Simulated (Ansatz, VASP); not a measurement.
HfN: VASP beside Ansatz

```xyz
2
Lattice="0.0000 2.3071 2.3071 2.3071 0.0000 2.3071 2.3071 2.3071 0.0000" Properties=species:S:1:pos:R:3 pbc="T T T"
Hf    0.0000    0.0000    0.0000
N     2.3071    2.3071    2.3071
```

Alike in both runs: task single point; functional r2SCAN; k mesh 16 × 16 × 16; occupations gaussian, width 0.1 eV; no spin polarisation.

|  | VASP | Ansatz |
| --- | --- | --- |
| version | VASP 6.6.1 | Ansatz 0.2.0 |
| potentials or method | VASP PAW PBE potentials, release 64 (Hf_pv, N), cutoff 520 eV | scalar-relativistic, plane waves, PAW |
| valence electrons in the cell | 15 | 31 |

Ansatz gave:

| Item | Value |
| --- | --- |
| gap on the k mesh at the Fermi level (eV) | none |
| pressure (GPa) | -14.5 |

Task: Which values does VASP return?

Result: gap on the k mesh at the Fermi level (eV): none; pressure (GPa): -17.0.

VASP's potentials were made for PBE, not for r2SCAN. A gap of «none» marks a metal or a gap that the smearing closes. VASP's potentials hold 15 valence electrons a cell and Ansatz's 31, so a difference there can come from the potentials and not from the codes.

Spin-orbit coupling is off throughout.
